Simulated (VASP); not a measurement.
A run of VASP 6.6.1:

File POSCAR:

```
BN
1.0
    1.8048137541     -1.8048137541      0.0000000000
    1.8048137541      0.0000000000     -1.8048137541
    8.0852804202      8.0852804202      8.0852804202
B N
6 6
Direct
    1.0000000000      0.0000000000      0.3534053226
    0.3333333333      0.3333333333      0.2045905498
    0.6666666667      0.6666666667      0.5022200955
    1.0000000000      1.0000000000      0.7998496413
    0.3333333333      0.3333333333      0.6510348684
    0.6666666667      0.6666666667      0.0557757769
    0.6666666667      0.6666666667      0.3906090159
    0.0000000000      0.0000000000      0.2417942430
    0.3333333333      0.3333333333      0.5394237887
    0.6666666667      0.6666666667      0.8370533345
    0.0000000000      0.0000000000      0.6882385616
    0.3333333333      0.3333333333      0.0929794701
```

INCAR.step1

```
PREC = Accurate ; ENCUT = 520
ISMEAR = 0 ; SIGMA = 0.05
LREAL = F ; LASPH = T
NELM = 60 ; NBANDS = 36
GGA = PE ; ALGO = Normal
EDIFF = 1E-4 ; LWAVE = T
LCHARG = F
```

File INCAR.step2:

```
PREC = Accurate ; ENCUT = 520
EDIFF = 1E-6 ; ISMEAR = 0
SIGMA = 0.05 ; LREAL = F
LASPH = T ; NELM = 60
ALGO = Normal ; ISIF = 2
LWAVE = F ; LCHARG = F
METAGGA = R2SCAN ; LMIXTAU = T
NBANDS = 36 ; ISTART = 1
```

Contents of KPOINTS:

```
regular mesh
0
Gamma
  10 10 2
```

Potentials or basis: VASP PAW PBE potentials, release 64 (B, N).

Launch:

```sh
$ cat potpaw_PBE.64/B/POTCAR potpaw_PBE.64/N/POTCAR > POTCAR
$ cp INCAR.step1 INCAR
$ mpirun -np 1 vasp_std > vasp.out
$ cp INCAR.step2 INCAR
$ mpirun -np 1 vasp_std > vasp.out
```

Hardware: 1 thread of AMD EPYC 7R13 (shared host).

Problem. Estimate the wall time of this run.

Solution. Wall time 9.9 min on 1 thread of AMD EPYC 7R13, on a shared host, peak memory 0.2 GiB. Counts: k points 28.
